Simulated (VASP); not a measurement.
I:

```xyz
4
Lattice="5.5725 0.0000 0.0000 0.0000 5.5725 0.0000 0.0000 0.0000 7.4822" Properties=species:S:1:pos:R:3 pbc="T T T"
I     0.0000    1.3931    4.9881
I     0.0000    4.1793    4.9881
I     1.3931    0.0000    2.4940
I     4.1793    0.0000    2.4940
```

The cell was built from a structure type or drawn by symmetry, and may not be a known phase.

```yaml
Program: VASP 6.6.1
Task: relaxation of cell and atoms
Functional: PBE
Potentials_or_basis: VASP PAW PBE potentials, release 64 (I)
Cutoff: 600 eV
k_mesh: 4 × 4 × 2
Occupations: gaussian, width 0.1 eV
Spin: no spin polarisation
```

At the start: pressure 6.8 GPa; volume 58.08 Å³/atom.

Problem. Where does the relaxation end?

Solution. Over 19 steps the energy falls by 477.2 meV/atom and the volume is 90.32 Å³/atom (+55.5 %); space group P-4m2 (No. 115, to 0.1 Å) before and after.

Step by step:
```csv
step,energy change (eV),largest force (eV/Å),pressure (GPa),volume (Å³)
1,0.0000,2.4729,6.77,232.34
2,-1.5098,0.1903,-0.73,325.01
3,-1.5437,0.3363,-0.14,304.94
4,-1.5446,0.3133,-0.22,307.34
5,-1.6208,0.3076,0.05,305.08
6,-1.6515,0.5863,0.48,302.31
7,-1.7093,0.5575,0.38,306.88
8,-1.8443,0.2483,0.28,320.17
9,-1.7554,1.0306,0.91,344.88
10,-1.8772,0.0864,0.36,328.09
11,-1.8777,0.1361,0.39,329.61
12,-1.8927,0.0765,-0.07,342.99
13,-1.8930,0.0829,-0.03,341.34
14,-1.8965,0.0427,-0.01,343.05
15,-1.8990,0.0887,0.01,345.57
16,-1.8992,0.1107,0.02,346.23
17,-1.9022,0.0849,0.04,348.48
18,-1.9066,0.0198,0.11,354.40
19,-1.9086,0.0327,-0.03,361.28
```

Final structure:
```
CELL_PARAMETERS angstrom
5.88328 0.00000 0.00000
0.00000 5.88328 0.00000
0.00000 0.00000 10.43777
ATOMIC_POSITIONS crystal
I 0.00000 0.24968 0.69854
I 0.00000 0.75032 0.69854
I 0.24968 0.00000 0.30146
I 0.75032 0.00000 0.30146
```

Caveat: the k points lie up to 0.30 Å⁻¹ apart in the final cell, too coarse for converged energies and pressures of a metal; the volume moved by over 15 % at a fixed basis, so the end points are rough.
